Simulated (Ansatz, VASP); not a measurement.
## NaSrYWO6: VASP beside Ansatz

INCAR

```
PREC = Accurate
ENCUT = 520
EDIFF = 1E-6
ISMEAR = -5
SIGMA = 0.02
LREAL = False
LASPH = True
NELM = 100
ALGO = Normal
ISIF = 2
LWAVE = False
LCHARG = False
GGA = PE
NBANDS = 50
```

KPOINTS

```
Automatic mesh
0
Gamma
  6 6 6
```

POSCAR

```
NaSrYWO6
1.0
   -0.3337614672      4.4843356329      4.4843356329
    4.1505741657      0.0000000000      4.1505741657
    4.1505741657      4.1505741657      0.0000000000
Na Sr Y W O
1 1 1 1 6
Direct
    0.2626966287      0.2457677904      0.2457677904
    0.7459582745      0.7513472418      0.7513472418
    0.4963721110      0.5012092963      0.5012092963
   -0.0011405813      0.0003801938      0.0003801938
    0.7642258078      0.2381094300      0.2313369883
    0.2344787146      0.7607487305      0.7708492228
    0.7642258078      0.7663277739      0.2381094300
    0.2344787146      0.2339233321      0.7607487305
    0.2344787146      0.7708492228      0.2339233321
    0.7642258078      0.2313369883      0.7663277739
```

Input for Ansatz:

```yaml
crystal:
  lattice:
    - [-0.3337614672, 4.4843356329, 4.4843356329]
    - [4.1505741657, 0.0, 4.1505741657]
    - [4.1505741657, 4.1505741657, 0.0]
  atoms:
    - { symbol: Na, position: [0.2626966287, 0.2457677904, 0.2457677904] }
    - { symbol: Sr, position: [0.7459582745, 0.7513472418, 0.7513472418] }
    - { symbol: "Y", position: [0.496372111, 0.5012092963, 0.5012092963] }
    - { symbol: W, position: [-0.0011405813, 0.0003801938, 0.0003801938] }
    - { symbol: O, position: [0.7642258078, 0.23810943, 0.2313369883] }
    - { symbol: O, position: [0.2344787146, 0.7607487305, 0.7708492228] }
    - { symbol: O, position: [0.7642258078, 0.7663277739, 0.23810943] }
    - { symbol: O, position: [0.2344787146, 0.2339233321, 0.7607487305] }
    - { symbol: O, position: [0.2344787146, 0.7708492228, 0.2339233321] }
    - { symbol: O, position: [0.7642258078, 0.2313369883, 0.7663277739] }
basis:
  ecutwfc: 420
kpoints:
  mp_grid: { grid: [6, 6, 6] }
hamiltonian:
  xc: pbe
scf:
  occupations: { method: tetrahedron }
  mixing: { algorithm: anderson, beta: 0.3 }
output:
  forces: true
  eigenvalues: true
  stress: true
```

Alike in both runs: task single point; functional PBE; k mesh 6 × 6 × 6; occupations tetrahedron; no spin polarisation.

|  | VASP | Ansatz |
| --- | --- | --- |
| version | VASP 6.6.1 | Ansatz 0.2.0 |
| potentials or method | VASP PAW PBE potentials, release 64 (Na_pv, Sr_sv, Y_sv, W_sv, O), cutoff 520 eV | scalar-relativistic, plane waves, PAW |
| valence electrons in the cell | 78 | 80 |

|  | VASP | Ansatz | Ansatz less VASP |
| --- | --- | --- | --- |
| gap on the k mesh at the Fermi level (eV) | 1.88 | 1.90 | +0.015 |
| pressure (GPa) | -14.4 | -14.8 | -0.34 |
| traceless stress, the component that is largest in VASP (GPa) | 4.88 | 4.89 | +0.018 |
| rms of the force components (eV/Å) | 0.672 | 0.715 | +0.0429 |

Atom by atom the forces differ by 0.046 eV/Å (rms over components). VASP's potentials hold 78 valence electrons a cell and Ansatz's 80, so a difference there can come from the potentials and not from the codes. Ansatz's warnings: band table not solved further, tetrahedron derivatives may miss energy slope.

Spin-orbit coupling is off throughout.
